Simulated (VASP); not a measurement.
A run of VASP 6.6.1 is set up as follows.

File INCAR:

```
SYSTEM = Ge
ALGO     = Normal         ! electronic algorithm
EDIFF    = 1E-6           ! SCF threshold, eV
ENCUT    = 520            ! plane-wave cutoff, eV
GGA      = PE             ! functional
ISIF     = 2              ! what is computed and relaxed
ISMEAR   = 0              ! smearing method
LASPH    = .TRUE.         ! aspherical terms in the spheres
LCHARG   = .FALSE.        ! write CHGCAR
LREAL    = .FALSE.        ! projectors in reciprocal space
LWAVE    = .FALSE.        ! write WAVECAR
NBANDS   = 13             ! bands
NELM     = 60             ! most SCF steps
PREC     = Accurate       ! precision mode
SIGMA    = 0.1            ! smearing width, eV
```

KPOINTS

```
k-points
0
G
  8 8 8
  0 0 0
```

File POSCAR:

```
Ge
1.0
   -1.4539694714      1.8146713903      1.8289346925
    1.4539694714     -1.8146713903      1.8289346925
    1.4539694714      1.8146713903     -1.8289346925
Ge
1
Direct
    0.0000000000      0.5000000000      0.5000000000
```

Potentials or basis: VASP PAW PBE potentials, release 64 (Ge_d).

Command:

```sh
$ cat potpaw_PBE.64/Ge_d/POTCAR > POTCAR
$ mpirun -np 1 vasp_std > vasp.out
```

(1) Estimate the band gap on the k mesh.

(2) Predict the pressure.

## Answers

(1) zero (bands 7 and 8 overlap by 9.44 eV).

(2) -0.1 GPa.
